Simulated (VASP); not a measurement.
## Cd: relaxation of shape and atoms at fixed volume with PBE

Cd:

```
CELL_PARAMETERS angstrom
5.05423 0.00000 0.00000
-2.52711 4.37709 0.00000
0.00000 0.00000 3.04664
ATOMIC_POSITIONS crystal
Cd 0.00000 0.00000 0.00000
Cd 0.33333 0.66667 0.50000
Cd 0.66667 0.33333 0.50000
```

This isn't the form of Cd at room conditions, which is hcp.

```yaml
Program: VASP 6.6.1
Task: relaxation of shape and atoms at fixed volume
Functional: PBE
Potentials_or_basis: VASP PAW PBE potentials, release 64 (Cd)
Cutoff: 600 eV
k_mesh: 7 × 7 × 10
Occupations: fermi-dirac, width 0.08 eV
Spin: no spin polarisation
Dipole_correction: no
Further_INCAR_settings: ALGO = Normal; EDIFF = 1e-07; IBRION = 2; EDIFFG = -0.005; NSW = 50; ISIF = 4
```

```json
{"Energy gained by relaxing": "0.0 meV/atom", "Ionic steps": "3", "Pressure after relaxing": "2.4 GPa", "Band gap on the k mesh": "zero (bands 18 and 19 overlap by 4.51 eV)"}
```

Final structure:
```cif
data_structure
_symmetry_space_group_name_H-M 'P 1'
_symmetry_Int_Tables_number 1
_cell_length_a 5.0578
_cell_length_b 5.0578
_cell_length_c 3.0423
_cell_angle_alpha 90.000
_cell_angle_beta 90.000
_cell_angle_gamma 120.000
_cell_volume 67.40
loop_
_atom_site_label
_atom_site_type_symbol
_atom_site_fract_x
_atom_site_fract_y
_atom_site_fract_z
_atom_site_occupancy
Cd1 Cd 0.00000 0.00000 0.00000 1
Cd2 Cd 0.33333 0.66667 0.50000 1
Cd3 Cd 0.66667 0.33333 0.50000 1
```

Levels at points of the mesh, in eV from the Fermi level:
```csv
k point,band 16,band 17,band 18,band 19,band 20,band 21
"(0.00, 0.00, 0.00)",-8.29,0.29,0.52,0.87,0.87,0.91
"(0.00, 0.00, 0.50)",-3.71,-3.46,3.51,3.67,3.67,3.80
```

Wall time 41 s on 1 thread of Intel(R) Xeon(R) 6975P-C (Granite Rapids), with other jobs on the host, peak memory 0.22 GiB.
